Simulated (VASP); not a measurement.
SrMg3:

```
Sr Mg
1.0
     4.94253    0.00000    0.00000
     0.00000    4.94253    0.00000
     0.00000    0.00000    4.94253
Sr Mg
1 3
Direct
  0.00000 0.00000 0.00000
  0.50000 0.50000 0.00000
  0.50000 0.00000 0.50000
  0.00000 0.50000 0.50000
```

```yaml
Program: VASP 6.6.1
Task: relaxation of volume and atoms at fixed shape
Functional: LDA
Potentials_or_basis: VASP PAW LDA potentials, release 64 (Sr_sv, Mg_sv)
Cutoff: 840 eV
k_mesh: 5 × 5 × 5
Occupations: gaussian, width 0.1 eV
Spin: no spin polarisation
```

At the start: pressure -1.9 GPa; volume 30.18 Å³/atom.

Problem. How do energy, volume and symmetry change on relaxing?

Solution. Over 3 steps the energy falls by 12.9 meV/atom and the volume is 28.12 Å³/atom (-6.8 %); space group Pm-3m (No. 221, to 0.1 Å) before and after.

The path:
```csv
step,energy change (eV),largest force (eV/Å),pressure (GPa),volume (Å³)
1,0.0000,0.0000,-1.88,120.74
2,-0.0477,0.0000,-0.57,114.64
3,-0.0518,0.0000,-0.03,112.50
```

Final structure:
```xyz
4
Lattice="4.8274 0.0000 0.0000 0.0000 4.8274 0.0000 0.0000 0.0000 4.8274" Properties=species:S:1:pos:R:3 pbc="T T T"
Sr    0.0000    0.0000    0.0000
Mg    2.4137    2.4137    0.0000
Mg    2.4137    0.0000    2.4137
Mg    0.0000    2.4137    2.4137
```
